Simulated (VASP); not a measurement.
Here is a VASP 6.6.1 calculation.

File INCAR:

```
PREC = Accurate
ENCUT = 600
EDIFF = 1E-7
ISMEAR = -1
SIGMA = 0.05
LREAL = F
LASPH = T
NELM = 80
ALGO = Normal
ISIF = 3
LWAVE = F
LCHARG = F
GGA = PS
IBRION = 2
NSW = 60
EDIFFG = -0.01
```

The input KPOINTS:

```
Automatic mesh
0
Gamma
  10 10 10
```

File POSCAR:

```
Hf
1.0
   -1.8050000000      1.8050000000      1.8050000000
    1.8050000000     -1.8050000000      1.8050000000
    1.8050000000      1.8050000000     -1.8050000000
Hf
1
Direct
    0.0000000000      0.0000000000      0.0000000000
```

Potentials or basis: VASP PAW PBE potentials, release 64 (Hf_pv).

Launch:

```console
$ cat potpaw_PBE.64/Hf_pv/POTCAR > POTCAR
$ mpirun -np 1 vasp_std > vasp.out
```

What does it give for the relaxed cell?

a = 3.022 Å, b = 3.022 Å, c = 3.022 Å, α = 109.47°, β = 109.47°, γ = 109.47°.

Predict the relaxed volume.

21.25 Å³/atom.

Predict the band gap on the k mesh.

zero (band 5 reaches 6.31 eV, above the bottom of band 6 at 3.96 eV).

Step by step:
| step | energy change (eV) | largest force (eV/Å) | pressure (GPa) | volume (Å³) |
| --- | --- | --- | --- | --- |
| 1 | 0.0000 | 0.0000 | -9.32 | 23.52 |
| 2 | 0.0068 | 0.0000 | 12.56 | 19.17 |
| 3 | -0.0708 | 0.0000 | -0.22 | 21.30 |
| 4 | -0.0708 | 0.0000 | 0.00 | 21.25 |

Caveat: the PAW data sets were made with another functional, which shifts forces and pressure a little; spin-orbit coupling is left out, which moves the levels of the heavy elements.
